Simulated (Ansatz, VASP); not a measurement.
**One calculation of WC4, two programs**

```xyz
5
Lattice="6.6144 0.0000 0.0000 0.0000 1.4988 2.5889 0.0000 -1.4988 2.5889" Properties=species:S:1:pos:R:3 pbc="T T T"
W     3.3072    0.0000    1.9967
C     5.9754    0.0000    0.2690
C     0.6389    0.0000    0.2690
C     4.6589    0.0000    5.4490
C     1.9555    0.0000    5.4490
```

Alike in both runs: functional PBE; k mesh 2 × 5 × 5; occupations gaussian, width 0.2 eV; no spin polarisation.

Ansatz relaxed the structure, and its values are those at the end. VASP's run is a single point on that final structure, the one shown.

|  | VASP | Ansatz |
| --- | --- | --- |
| version | VASP 6.6.1 | Ansatz 0.2.0 |
| potentials or method | VASP PAW PBE potentials, release 64 (W_sv, C), cutoff 520 eV | scalar-relativistic, plane waves, PAW |
| valence electrons in the cell | 30 | 30 |

|  | VASP | Ansatz | Ansatz less VASP |
| --- | --- | --- | --- |
| gap on the k mesh at the Fermi level (eV) | none | none | - |
| pressure (GPa) | 0.3 | -0.1 | -0.31 |
| rms of the force components (eV/Å) | 0.011 | 0.004 | -0.0063 |

A gap of «none» marks a metal or a gap that the smearing closes. The functional is the same, so the differences come from potentials, cutoffs and numerics.

The k mesh is coarse, so the values compare programs but aren't converged. Neither program's run includes spin-orbit coupling.
